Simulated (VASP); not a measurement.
Write the native input for VASP 6.6.1 that does the following.

```yaml
Task: single point
Functional: PBE
Dispersion: D3(BJ)
Potentials_or_basis: VASP PAW PBE potentials, release 64 (Ga_d, P)
Cutoff: 520 eV
k_mesh: 8 × 8 × 8
Occupations: gaussian, width 0.05 eV
Spin: no spin polarisation
Dipole_correction: no
Further_INCAR_settings: ALGO = Normal; EDIFF = 1e-07; NBANDS = 16
```

The structure of GaP lies in POSCAR:

```
GaP
1.0
    0.0000000000      2.7396360168      2.7396360168
    2.7396360168      0.0000000000      2.7396360168
    2.7396360168      2.7396360168      0.0000000000
Ga P
1 1
Direct
    0.0000000000      0.0000000000      0.0000000000
    0.7500000000      0.7500000000      0.7500000000
```

This cell differs from its parent crystal: volume scaled by 1.02.

The input as run:

INCAR

```
SYSTEM = GaP
PREC     = Accurate       ! precision mode
ENCUT    = 520            ! plane-wave cutoff, eV
EDIFF    = 1E-7           ! SCF threshold, eV
ISMEAR   = 0              ! smearing method
SIGMA    = 0.05           ! smearing width, eV
LREAL    = .FALSE.        ! projectors in reciprocal space
LASPH    = .TRUE.         ! aspherical terms in the spheres
NELM     = 80             ! most SCF steps
ALGO     = Normal         ! electronic algorithm
ISIF     = 2              ! what is computed and relaxed
LWAVE    = .FALSE.        ! write WAVECAR
LCHARG   = .TRUE.         ! write CHGCAR
GGA      = PE             ! functional
IVDW     = 12             ! dispersion correction
LELF     = .TRUE.         ! ELF
LVHAR    = .TRUE.       
NBANDS   = 16             ! bands
```

KPOINTS

```
Automatic mesh
0
G
  8 8 8
  0 0 0
```

Potentials or basis: VASP PAW PBE potentials, release 64 (Ga_d, P).

Command:

```console
$ cat potpaw_PBE.64/Ga_d/POTCAR potpaw_PBE.64/P/POTCAR > POTCAR
$ mpirun -np 1 vasp_std > vasp.out
```

Results of the run:

```yaml
Pressure: -1.5 GPa
Band_gap_on_the_k_mesh: 1.62 eV, indirect (least direct gap 1.70 eV)
Dispersion_energy_per_atom: -0.311 eV
```

It took 24 s on 1 thread of AMD EPYC 9R45 (Zen 5) (shared host), peak memory 0.15 GiB.
